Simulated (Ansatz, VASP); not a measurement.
**One calculation of Sr, two programs**

```xyz
3
Lattice="3.6946 -2.1341 0.0078 3.6946 2.1341 0.0078 -2.4699 0.0000 10.4680" Properties=species:S:1:pos:R:3 pbc="T T T"
Sr   -1.2349    0.0000    5.2340
Sr    1.2304    0.0000    1.7533
Sr    3.6890    0.0000    8.7302
```

Alike in both runs: functional PBE; k mesh 12 × 12 × 4; occupations gaussian, width 0.1 eV; no spin polarisation.

Ansatz relaxed the structure, and its values are those at the end. VASP's run is a single point on that final structure, the one shown.

```csv
,VASP,Ansatz
version,VASP 6.6.1,Ansatz 0.2.0
potentials or method,"VASP PAW PBE potentials, release 64 (Sr_sv), cutoff 520 eV","scalar-relativistic, plane waves, PAW"
valence electrons in the cell,30,30
```

```tsv
	VASP	Ansatz	Ansatz less VASP
gap on the k mesh at the Fermi level (eV)	none	none	-
pressure (GPa)	0.0	0.0	0.00
```

A gap of «none» marks a metal or a gap that the smearing closes. The functional is the same, so the differences come from potentials, cutoffs and numerics.
